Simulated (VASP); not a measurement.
# Sb in VASP: notebook, part 2 of 2

VASP 6.6.1.

**4. Single point, PBEsol (volume scaled by 0.96)**

Contents of INCAR:

```
SYSTEM = Sb
PREC = Accurate
ENCUT = 520
EDIFF = 1E-6
ISMEAR = -1
SIGMA = 0.08
LREAL = .FALSE.
LASPH = .TRUE.
NELM = 60
ALGO = Normal
ISIF = 2
LWAVE = .FALSE.
LCHARG = .FALSE.
GGA = PS
NBANDS = 8
```

Contents of KPOINTS:

```
regular mesh
0
G
  12 12 12
  0 0 0
```

Contents of POSCAR:

```
Sb
1.0
    3.1172920620      0.0000000000      0.0000000000
    0.0000000000      3.1172920620      0.0000000000
    0.0000000000      0.0000000000      3.1172920620
Sb
1
Direct
    0.0000000000      0.0000000000      0.0000000000
```

Potentials or basis: VASP PAW PBE potentials, release 64 (Sb).

Started as:

```console
$ cat potpaw_PBE.64/Sb/POTCAR > POTCAR
$ mpirun -np 1 vasp_std > vasp.out
```

OUTCAR:

```text
SYSTEM = Sb
   PREC = Accurate
   ENCUT = 520
   EDIFF = 1E-6
   ISMEAR = -1
   LREAL = .FALSE.
   LASPH = .TRUE.
   NELM = 60
   ISIF = 2
   GGA = PS

 ion  position               nearest neighbor table
   1  0.000  0.000  0.000-

  LATTYP: Found a simple cubic cell.
 ALAT       =     3.1172920620

  Lattice vectors:

 A1 = (   3.1172920620,   0.0000000000,   0.0000000000)
 A2 = (   0.0000000000,   3.1172920620,   0.0000000000)
 A3 = (   0.0000000000,   0.0000000000,   3.1172920620)

[... 440 lines left out ...]
      7      19.6765      0.00000
      8      19.8795      0.00000

 [... further k-points ...]

------------------------ aborting loop because EDIFF is reached ----------------------------------------

  FORCE on cell =-STRESS in cart. coord.  units (eV):
  Direction    XX          YY          ZZ          XY          YZ          ZX
  --------------------------------------------------------------------------------------
  -------------------------------------------------------------------------------------
  Total       -0.5312766     -0.5312766     -0.5312766      0.0000000      0.0000000      0.0000000
  in kB      -28.0995127    -28.0995127    -28.0995127      0.0000000      0.0000000      0.0000000
  external PRESSURE =     -28.0995127 kB  Pullay stress =       0.0000000 kB

 VOLUME and BASIS-vectors are now :
 -----------------------------------------------------------------------------
  energy-cutoff  :      520.00
  volume of cell :       30.29
      direct lattice vectors                 reciprocal lattice vectors
     3.117292062  0.000000000  0.000000000     0.320791244  0.000000000  0.000000000
     0.000000000  3.117292062  0.000000000     0.000000000  0.320791244  0.000000000
     0.000000000  0.000000000  3.117292062     0.000000000  0.000000000  0.320791244

 POSITION                                       TOTAL-FORCE (eV/Angst)
 -----------------------------------------------------------------------------------
      0.00000      0.00000      0.00000         0.000000      0.000000      0.000000
 -----------------------------------------------------------------------------------
    total drift:                                0.000000      0.000000      0.000000

  FREE ENERGIE OF THE ION-ELECTRON SYSTEM (eV)
  ---------------------------------------------------
  free  energy   TOTEN  =        -4.5128638031 eV

  energy  without entropy=       -4.4975659544  energy(sigma->0) =       -4.50521488
```

OSZICAR:

```text
N       E                     dE             d eps       ncg     rms          rms(c)
DAV:   1     0.484490295592E+01    0.48449E+01   -0.15676E+03  1344   0.398E+02
DAV:   2    -0.440329244478E+01   -0.92482E+01   -0.88636E+01  1952   0.522E+01
DAV:   3    -0.451388793393E+01   -0.11060E+00   -0.11048E+00  1496   0.655E+00
DAV:   4    -0.451436666980E+01   -0.47874E-03   -0.47873E-03  2144   0.528E-01
DAV:   5    -0.451436834090E+01   -0.16711E-05   -0.16711E-05  1616   0.194E-02    0.180E+00
DAV:   6    -0.451350755745E+01    0.86078E-03   -0.44477E-04  1800   0.132E-01    0.106E+00
DAV:   7    -0.451285547204E+01    0.65209E-03   -0.10861E-03  1432   0.200E-01    0.602E-02
DAV:   8    -0.451286294207E+01   -0.74700E-05   -0.31636E-05  1768   0.380E-02    0.499E-03
DAV:   9    -0.451286380314E+01   -0.86107E-06   -0.75459E-07  1912   0.616E-03
   1 F= -.45128638E+01 E0= -.45052149E+01  d E =-.152978E-01
```

stdout:

```text
POSCAR found type information on POSCAR Sb
 POSCAR found :  1 types and       1 ions
 scaLAPACK will be used
 -----------------------------------------------------------------------------
|                                                                             |
|                                                                             |
|     You enforced a specific xc type in the INCAR file but a different       |
|     I HOPE YOU KNOW WHAT YOU ARE DOING!                                     |
|                                                                             |
 -----------------------------------------------------------------------------

 LDA part: xc-table for (Slater+PW92), standard interpolation
 POSCAR, INCAR and KPOINTS ok, starting setup
 FFT: planning ... GRIDC
 FFT: planning ... GRID_SOFT
 FFT: planning ... GRID
 WAVECAR not read
 entering main loop
```

Run time: 3.5 s. Hardware: 1 thread of Intel Xeon 6975P-C, shared host; peak memory 0.15 GiB.

Results:

- Free energy: -4.5129 eV
- Pressure: -2.8 GPa

Caveat: the PAW data sets were made with another functional, which shifts forces and pressure a little; spin-orbit coupling is left out, which moves the levels of the heavy elements.

**5. Single point, PBEsol (volume scaled by 0.98)**

Contents of INCAR:

```
PREC = Accurate
ENCUT = 520
EDIFF = 1E-7
ISMEAR = -1
SIGMA = 0.08
LREAL = False
LASPH = True
NELM = 80
ALGO = Normal
ISIF = 2
LWAVE = False
LCHARG = True
GGA = PS
LELF = True
LVHAR = True
NBANDS = 8
```

Contents of KPOINTS:

```
Automatic mesh
0
Gamma
  12 12 12
```

Contents of POSCAR:

```
Sb
1.0
    3.1387913073      0.0000000000      0.0000000000
    0.0000000000      3.1387913073      0.0000000000
    0.0000000000      0.0000000000      3.1387913073
Sb
1
Direct
    0.0000000000      0.0000000000      0.0000000000
```

Started as:

```console
$ cat potpaw_PBE.64/Sb/POTCAR > POTCAR
$ mpirun -np 1 vasp_std > vasp.out
```

Wall time 4.5 s (1 thread of Intel Xeon 6975P-C, shared host); peak memory 0.14 GiB.

The run converged. Its results:

```yaml
Free_energy: -4.4999 eV
Pressure: -3.8 GPa
```

Levels at points of the mesh, in eV from the Fermi level:
```tsv
k point	band 1	band 2	band 3	band 4	band 5	band 6	band 7
(0.00, 0.00, 0.00)	-12.20	3.10	3.10	3.10	6.84	6.84	7.85
(0.50, 0.00, 0.00)	-9.90	-5.42	4.99	4.99	8.89	10.35	11.16
(0.50, 0.50, 0.00)	-7.49	-3.45	-3.45	2.18	6.90	12.54	13.07
(0.50, 0.50, 0.50)	-4.82	-1.61	-1.61	-1.61	4.79	4.79	4.79
```

Caveat: the PAW data sets were made with another functional, which shifts forces and pressure a little; spin-orbit coupling is left out, which moves the levels of the heavy elements.

**6. Summary**

| cell | gap on the mesh (eV) | pressure (GPa) |
| --- | --- | --- |
| a = 3.160 Å, angles 89.4°, 1 atom | none | -4.6 |
| a = 3.095 Å, 1 atom | none | -1.7 |
| a = 3.117 Å, 1 atom | none | -2.8 |
| a = 3.139 Å, 1 atom | none | -3.8 |

Alike in all rows: task single point; level PBEsol; potentials or basis VASP PAW PBE potentials, release 64 (Sb); no spin polarisation; k mesh 12 × 12 × 12; cutoff (eV) 520; smearing fermi-dirac 0.08 eV.

Caveats: the PAW data sets were made with another functional, which shifts forces and pressure a little; spin-orbit coupling is left out, which moves the levels of the heavy elements.

Absolute energies hang on the potentials; compare differences alone.
